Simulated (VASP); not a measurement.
Wanted: the native input for a VASP 6.6.1 run.

| Property | Result |
| --- | --- |
| Task | single point |
| Functional | PBEsol |
| Potentials or basis | VASP PAW PBE potentials, release 64 (In_d, As) |
| Cutoff | 520 eV |
| k mesh | 14 × 14 × 14 |
| Occupations | gaussian, width 0.15 eV |
| Spin | no spin polarisation |
| Dipole correction | no |
| Further INCAR settings | ALGO = Normal; EDIFF = 1e-06; NBANDS = 16 |

The structure of InAs lies in POSCAR:

```
InAs
1.0
    0.0000000000      3.0240000000      3.2659200000
    3.0240000000      0.0000000000      3.2659200000
    3.0240000000      3.0240000000      0.0000000000
In As
1 1
Direct
    0.0000000000      0.0000000000      0.0000000000
    0.7500000000      0.7500000000      0.7500000000
```

This cell differs from its parent crystal: strain +0.000 along x and y, +0.080 along z.

The input as run:

INCAR

```
PREC = Accurate
ENCUT = 520
EDIFF = 1E-6
ISMEAR = 0
SIGMA = 0.15
LREAL = False
LASPH = True
NELM = 80
ALGO = Normal
ISIF = 2
LWAVE = False
LCHARG = False
GGA = PS
NBANDS = 16
```

KPOINTS

```
regular mesh
0
Gamma
  14 14 14
```

Potentials or basis: VASP PAW PBE potentials, release 64 (In_d, As).

Command:

```console
$ cat potpaw_PBE.64/In_d/POTCAR potpaw_PBE.64/As/POTCAR > POTCAR
$ mpirun -np 1 vasp_std > vasp.out
```

It gave:

```json
{"Pressure": "-2.8 GPa", "Band gap on the k mesh": "zero (filled and empty bands touch)"}
```

Caveat: the cell differs from its parent crystal (strain +0.000 along x and y, +0.080 along z); the PAW data sets were made with another functional, which shifts forces and pressure a little; spin-orbit coupling is left out, which moves the levels of the heavy elements.

It took 81 s on 1 thread of Intel(R) Xeon(R) 6975P-C (Granite Rapids), with other jobs on the host, peak memory 0.37 GiB.
